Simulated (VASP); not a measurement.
Set up this calculation in VASP 6.6.1, as the native input.

- Task: single point
- Functional: PBE
- Potentials or basis: VASP PAW PBE potentials, release 64 (Ca_sv, S)
- Cutoff: 520 eV
- k mesh: 4 × 4 × 4
- Occupations: gaussian, width 0.1 eV
- Spin: no spin polarisation
- Dipole correction: no
- Further INCAR settings: ALGO = Normal; EDIFF = 1e-06; NBANDS = 22

The structure of CaS3 lies in POSCAR:

```
CaS3
1.0
    4.6229978555      0.0000000000      0.0000000000
    0.0000000000      4.6229978555      0.0000000000
    0.0000000000      0.0000000000      3.5079456001
Ca S
1 3
Direct
    0.0000000000      0.0000000000      0.0000000000
    0.5000000000      0.5000000000      0.0000000000
    0.0000000000      0.5000000000      0.5000000000
    0.5000000000      0.0000000000      0.5000000000
```

The cell was built from a structure type or drawn by symmetry, and may not be a known phase.

These files were run (other wordings do the same):

INCAR

```
SYSTEM = CaS3
PREC     = Accurate       ! precision mode
ENCUT    = 520            ! plane-wave cutoff, eV
EDIFF    = 1E-6           ! SCF threshold, eV
ISMEAR   = 0              ! smearing method
SIGMA    = 0.1            ! smearing width, eV
LREAL    = .FALSE.        ! projectors in reciprocal space
LASPH    = .TRUE.         ! aspherical terms in the spheres
NELM     = 60             ! most SCF steps
ALGO     = Normal         ! electronic algorithm
ISIF     = 2              ! what is computed and relaxed
LWAVE    = .FALSE.        ! write WAVECAR
LCHARG   = .FALSE.        ! write CHGCAR
GGA      = PE             ! functional
NBANDS   = 22             ! bands
```

KPOINTS

```
regular mesh
0
G
  4 4 4
  0 0 0
```

Potentials or basis: VASP PAW PBE potentials, release 64 (Ca_sv, S).

Launch:

```bash
$ cat potpaw_PBE.64/Ca_sv/POTCAR potpaw_PBE.64/S/POTCAR > POTCAR
$ mpirun -np 1 vasp_std > vasp.out
```

Results of the run:

- Pressure: 0.2 GPa
- Band gap on the k mesh: zero (bands 14 and 15 overlap by 1.97 eV)

Caveat: the k points lie up to 0.45 Å⁻¹ apart, too coarse for converged energies and pressures of a metal.

It took 28 s on 1 thread of Intel Xeon 8259CL, with other jobs on the host, peak memory 0.19 GiB.
